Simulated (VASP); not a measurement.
# Na (P6_3/mmc) in VASP: a series of runs

Aim: see how the results for Na move with the level of theory and the settings. Levels: PBE, PBEsol. Tasks: single point.

Everything below comes from runs of VASP 6.6.1. Logs are shortened: lines on timing, memory, paths and dates and some standing lists are left out, and cuts for length are marked.

## 1. The cell of the first run

Symmetry: P6_3/mmc, No. 194, hexagonal system. Conventional cell: a = 3.799 Å, b = 3.799 Å, c = 6.022 Å, α = 90.00°, β = 90.00°, γ = 120.00°. Within 4.9 Å of Na (site symmetry -6m2) lie 12 Na at 3.73 to 3.80 Å.

## 2. Single point, PBE (strained)

Contents of INCAR:

```
SYSTEM = Na
PREC = Accurate
ENCUT = 520
EDIFF = 1E-7
ISMEAR = 0
SIGMA = 0.1
LREAL = .False.
LASPH = .True.
NELM = 60
ALGO = Fast
ISIF = 2
LWAVE = .False.
LCHARG = .False.
GGA = PE
NBANDS = 14
```

Contents of KPOINTS:

```
regular mesh
0
Gamma
  15 15 8
  0 0 0
```

Contents of POSCAR:

```
Na
1.0
    3.7990205061      0.0000000000      0.0000000000
   -1.8995102530      3.2900482678      0.0000000000
    0.0000000000      0.0000000000      6.0216890000
Na
2
Direct
    0.3333333333      0.6666666667      0.2500000000
    0.6666666667      0.3333333333      0.7500000000
```

Potentials or basis: VASP PAW PBE potentials, release 64 (Na_pv).

Launch:

```sh
cat potpaw_PBE.64/Na_pv/POTCAR > POTCAR
mpirun -np 1 vasp_std > vasp.out
```

OUTCAR:

```text
SYSTEM = Na
   PREC = Accurate
   ENCUT = 520
   EDIFF = 1E-7
   ISMEAR = 0
   LREAL = .False.
   LASPH = .True.
   NELM = 60
   ISIF = 2
   GGA = PE

 ion  position               nearest neighbor table
   1  0.333  0.667  0.250-
   2  0.667  0.333  0.750-

  LATTYP: Found a hexagonal cell.
 ALAT       =     3.7990205061
 C/A-ratio  =     1.5850635684

  Lattice vectors:

 A1 = (   3.7990205061,   0.0000000000,   0.0000000000)
 A2 = (  -1.8995102530,   3.2900482678,   0.0000000000)
 A3 = (   0.0000000000,   0.0000000000,   6.0216890000)

Analysis of symmetry for initial positions (statically):
=====================================================================
 Subroutine PRICEL returns:
 Original cell was already a primitive cell.

 Routine SETGRP: Setting up the symmetry group for a
 hexagonal supercell.

 Subroutine GETGRP returns: Found 24 space group operations
 (whereof 12 operations were pure point group operations)
 out of a pool of 24 trial point group operations.

The static configuration has the point symmetry D_3d.
 The point group associated with its full space group is D_6h.

Analysis of symmetry for dynamics (positions and initial velocities):
=====================================================================
 Subroutine PRICEL returns:
 Original cell was already a primitive cell.

 Routine SETGRP: Setting up the symmetry group for a
 hexagonal supercell.

 Subroutine GETGRP returns: Found 24 space group operations
 (whereof 12 operations were pure point group operations)
 out of a pool of 24 trial point group operations.

The dynamic configuration has the point symmetry D_3d.
 The point group associated with its full space group is D_6h.

 Subroutine INISYM returns: Found 24 space group operations
 (whereof 12 operations are pure point group operations),
 and found     1 'primitive' translations

----------------------------------------------------------------------------------------

                                     Primitive cell

  volume of cell :      75.2649

  direct lattice vectors                    reciprocal lattice vectors
     3.799020506  0.000000000  0.000000000     0.263225744  0.151973454  0.000000000
    -1.899510253  3.290048268  0.000000000     0.000000000  0.303946909  0.000000000
     0.000000000  0.000000000  6.021689000     0.000000000  0.000000000  0.166066364

  length of vectors
     3.799020506  3.799020506  6.021689000     0.303946909  0.303946909  0.166066364

  position of ions in fractional coordinates (direct lattice)
     0.333333333  0.666666667  0.250000000
     0.666666667  0.333333333  0.750000000

  ion indices of the primitive-cell ions
   primitive index   ion index
                 1           1
                 2           2

----------------------------------------------------------------------------------------

 KPOINTS: regular mesh

Automatic generation of k-mesh.
 Grid dimensions read from file:
 generate k-points for:   15   15    8

 Generating k-lattice:

  Cartesian coordinates                     Fractional coordinates (reciprocal lattice)
     0.017548383  0.010131564  0.000000000     0.066666667 -0.000000000  0.000000000
     0.000000000  0.020263127  0.000000000     0.000000000  0.066666667  0.000000000
     0.000000000  0.000000000  0.020758296     0.000000000  0.000000000  0.125000000

  Length of vectors
     0.020263127  0.020263127  0.020758296

  Shift w.r.t. Gamma in fractional coordinates (k-lattice)
     0.000000000  0.000000000  0.000000000

 Subroutine IBZKPT returns following result:
 ===========================================

 Found    135 irreducible k-points:

 Following reciprocal coordinates:
            Coordinates               Weight
  0.000000  0.000000  0.000000      1.000000
  0.066667  0.000000  0.000000      6.000000
  0.133333  0.000000  0.000000      6.000000
  0.200000  0.000000  0.000000      6.000000
  0.266667  0.000000  0.000000      6.000000
  0.333333 -0.000000  0.000000      6.000000
[... 16 lines left out ...]
  0.333333  0.200000  0.000000     12.000000
  0.400000  0.200000  0.000000      6.000000
 [... further k-points ...]
   k-points           NKPTS =    135   k-points in BZ     NKDIM =    135   number of bands    NBANDS=     14
   number of dos      NEDOS =    301   number of ions     NIONS =      2
   total plane-waves  NPLWV =  37632
   dimension x,y,z NGX =    28 NGY =   28 NGZ =   48
   dimension x,y,z NGXF=    56 NGYF=   56 NGZF=   96
   ions per type =               2
   NGX,Y,Z   is equivalent  to a cutoff of  12.25, 12.25, 13.25 a.u.
   NGXF,Y,Z  is equivalent  to a cutoff of  24.51, 24.51, 26.50 a.u.
 SYSTEM =  Na
   PREC   = accura    normal or accurate (medium, high low for compatibility)
   ISTART =      0    job   : 0-new  1-cont  2-samecut
   ICHARG =      2    charge: 1-file 2-atom 10-const
   ISPIN  =      1    spin polarized calculation?
   LNONCOLLINEAR =      F non collinear calculations
   LSORBIT =      F    spin-orbit coupling
   LASPH  =      T    aspherical Exc in radial PAW
   ENCUT  =  520.0 eV  38.22 Ry    6.18 a.u.   7.06  7.06 11.20*2*pi/ulx,y,z
   NELM   =     60;   NELMIN=  2; NELMDL= -5     # of ELM steps
   EDIFF  = 0.1E-06   stopping-criterion for ELM
   LREAL  =      F    real-space projection
   EDIFFG = 0.1E-05   stopping-criterion for IOM
   NSW    =      0    number of steps for IOM
   IBRION =     -1    ionic relax: 0-MD 1-quasi-New 2-CG
   NFREE  =      0    steps in history (QN), initial steepest desc. (CG)
   ISIF   =      2    stress and relaxation
   ISYM   =      2    0-nonsym 1-usesym 2-fastsym
   POTIM  = 0.5000    time-step for ionic-motion
   TEBEG  =    0.0;   TEEND  =   0.0 temperature during run
   PSTRESS=    0.0 pullay stress
   NELECT =      14.0000    total number of electrons
   NUPDOWN=      -1.0000    fix difference up-down
   EMIN   =  10.00;   EMAX   =-10.00  energy-range for DOS
   EFERMI =   0.00;   METHOD = LEGACY
   ISMEAR =     0;   SIGMA  =   0.10  broadening in eV -4-tet -1-fermi 0-gaus
   EFERMI_NEDOS =   21; number of points for ismear=-14 and -15
   IALGO  =     68    algorithm
   IMIX   =      4    mixing-type and parameters
     AMIX     =   0.40;   BMIX     =  1.00
     AMIX_MAG =   1.60;   BMIX_MAG =  1.00
  volume/ion in A,a.u.               =      37.63       253.96
  Fermi-wavevector in a.u.,A,eV,Ry     =   0.934516  1.765979 11.882243  0.873320
  Thomas-Fermi vector in A             =   2.061329
   LORBIT       =      0    0 simple, 1 ext, 2 COOP (PROOUT), +10 PAW based schemes
   GGA     = PE    functional components
   LHFCALC =     F    Hartree Fock is set to
   AEXX    =    0.0000 exact exchange contribution
   IVDW    =     0    specifies the selected vdW correction
   LEPSILON=     F    determine dielectric tensor
   LRPA    =     F    only Hartree local field effects (RPA)
 non-spin polarized calculation
 RMM-DIIS sequential band-by-band and
 Gauss-broadening in eV      SIGMA  =   0.10
  energy-cutoff  :      520.00
  volume of cell :       75.26
 maximum number of plane-waves:      2046
   NGX = 15   NGY = 15   NGZ = 23

 number of electron      14.0000005 magnetization

 Free energy of the ion-electron system (eV)
  ---------------------------------------------------
  ext. energy  EPLUGINS =         0.00000000
  ---------------------------------------------------
  free energy    TOTEN  =        -2.62252724 eV

  energy without entropy =       -2.61651412  energy(sigma->0) =       -2.61952068

 E-fermi :   0.2997     XC(G=0):  -6.4624

 val. band max:        0.2844859764   @ k =   0.4000   0.0667   0.3750
 cond. band min:       0.3050938912   @ k =   0.4000   0.0000   0.5000
 fundamental gap:      0.0206079149
 Fermi energy:         0.2996527722

 k-point     1 :       0.0000    0.0000    0.0000
  band No.  band energies     occupation
      1     -24.6591      2.00000
      2     -24.6284      2.00000
      3     -24.6284      2.00000
      4     -24.6234      2.00000
      5     -24.6229      2.00000
      6     -24.6229      2.00000
      7      -2.9618      2.00000
      8       0.9754      0.00000
      9       1.4093      0.00000
     10       9.9413      0.00000
     11       9.9413      0.00000
     12      10.2546      0.00000
     13      10.2546      0.00000
     14      10.6319      0.00000

 k-point     2 :       0.0667    0.0000    0.0000
  band No.  band energies     occupation
      1     -24.6587      2.00000
      2     -24.6293      2.00000
      3     -24.6287      2.00000
      4     -24.6239      2.00000
      5     -24.6236      2.00000
      6     -24.6230      2.00000
      7      -2.8979      2.00000
      8       1.0320      0.00000
      9       1.4713      0.00000
     10       8.6880      0.00000
     11       9.3508      0.00000
     12       9.8356      0.00000
     13      10.9277      0.00000
     14      11.4634      0.00000

 k-point     3 :       0.1333    0.0000    0.0000
  band No.  band energies     occupation
      1     -24.6573      2.00000
      2     -24.6320      2.00000
      3     -24.6296      2.00000
      4     -24.6267      2.00000
      5     -24.6243      2.00000
      6     -24.6234      2.00000
      7      -2.7068      2.00000
      8       1.2019      0.00000
      9       1.6556      0.00000
     10       7.2004      0.00000
     11       8.7271      0.00000
     12       9.0844      0.00000
     13      10.6773      0.00000
     14      11.5419      0.00000

 k-point     4 :       0.2000    0.0000    0.0000
  band No.  band energies     occupation
      1     -24.6550      2.00000
      2     -24.6361      2.00000
      3     -24.6309      2.00000
      4     -24.6308      2.00000
      5     -24.6254      2.00000
      6     -24.6241      2.00000
      7      -2.3899      2.00000
      8       1.4855      0.00000
      9       1.9555      0.00000
     10       5.7892      0.00000
     11       8.2029      0.00000
     12       8.3490      0.00000
     13       9.2519      0.00000
     14      10.5626      0.00000

 k-point     5 :       0.2667    0.0000    0.0000
  band No.  band energies     occupation
      1     -24.6523      2.00000
      2     -24.6408      2.00000
      3     -24.6355      2.00000
      4     -24.6324      2.00000
      5     -24.6269      2.00000
      6     -24.6249      2.00000
      7      -1.9494      2.00000
      8       1.8834      0.00000
      9       2.3492      0.00000
     10       4.4959      0.00000
     11       7.6225      0.00000
[... 276 lines left out ...]
 k-point    22 :       0.2667    0.2000    0.0000
  band No.  band energies     occupation
      1     -24.6459      2.00000
      2     -24.6455      2.00000
      3     -24.6433      2.00000
      4     -24.6360      2.00000
      5     -24.6313      2.00000
      6     -24.6304      2.00000
      7      -0.6492      2.00000
      8       2.7783      0.00000
      9       3.0824      0.00000
     10       3.4434      0.00000
     11       4.4067      0.00000
     12       6.5335      0.00000
     13       7.4169      0.00000
     14       7.4713      0.00000

 k-point    23 :       0.3333    0.2000    0.0000
  band No.  band energies     occupation
      1     -24.6480      2.00000
      2     -24.6433      2.00000
      3     -24.6429      2.00000
      4     -24.6383      2.00000
      5     -24.6333      2.00000
      6     -24.6315      2.00000
      7       0.0791      1.99819
      8       1.8481      0.00000
      9       3.4545      0.00000
     10       3.7707      0.00000
     11       4.7239      0.00000
     12       5.4978      0.00000
     13       6.5954      0.00000
     14       7.2374      0.00000

 k-point    24 :       0.4000    0.2000    0.0000
  band No.  band energies     occupation
      1     -24.6488      2.00000
      2     -24.6431      2.00000
      3     -24.6416      2.00000
      4     -24.6394      2.00000
      5     -24.6344      2.00000
      6     -24.6318      2.00000
      7       0.8628      0.00000
      8       0.9716      0.00000
      9       3.4465      0.00000
     10       4.5649      0.00000
     11       4.5868      0.00000
     12       5.0733      0.00000
     13       6.0906      0.00000
     14       7.1784      0.00000

 [... further k-points ...]

------------------------ aborting loop because EDIFF is reached ----------------------------------------

  FORCE on cell =-STRESS in cart. coord.  units (eV):
  Direction    XX          YY          ZZ          XY          YZ          ZX
  --------------------------------------------------------------------------------------
  -------------------------------------------------------------------------------------
  Total       -0.0776069     -0.0776069      0.0155250     -0.0000000      0.0000000      0.0000000
  in kB       -1.6520327     -1.6520327      0.3304830     -0.0000000      0.0000000      0.0000000
  external PRESSURE =      -0.9911941 kB  Pullay stress =       0.0000000 kB

 VOLUME and BASIS-vectors are now :
 -----------------------------------------------------------------------------
  energy-cutoff  :      520.00
  volume of cell :       75.26
      direct lattice vectors                 reciprocal lattice vectors
     3.799020506  0.000000000  0.000000000     0.263225744  0.151973454  0.000000000
    -1.899510253  3.290048268  0.000000000     0.000000000  0.303946909  0.000000000
     0.000000000  0.000000000  6.021689000     0.000000000  0.000000000  0.166066364

 POSITION                                       TOTAL-FORCE (eV/Angst)
 -----------------------------------------------------------------------------------
     -0.00000      2.19337      1.50542        -0.000000      0.000000     -0.000000
      1.89951      1.09668      4.51627         0.000000     -0.000000      0.000000
 -----------------------------------------------------------------------------------
    total drift:                               -0.000000      0.000000      0.000000

  FREE ENERGIE OF THE ION-ELECTRON SYSTEM (eV)
  ---------------------------------------------------
  free  energy   TOTEN  =        -2.6225272442 eV

  energy  without entropy=       -2.6165141152  energy(sigma->0) =       -2.61952068
```

Wall time 72 s (1 thread of AMD EPYC 9R45 (Zen 5), shared host); peak memory 0.21 GiB.

Results:

- Free energy: -2.6225 eV
- Pressure: -0.1 GPa
- Band gap on the k mesh: zero (band 7 reaches 2.29 eV, above the bottom of band 8 at -1.90 eV)

Stress tensor (GPa, compression positive):
```
-0.17  0.00  0.00
 0.00 -0.17  0.00
 0.00  0.00  0.03
```

Caveat: the cell differs from its parent crystal (strained).

[end of part 1 of 2]
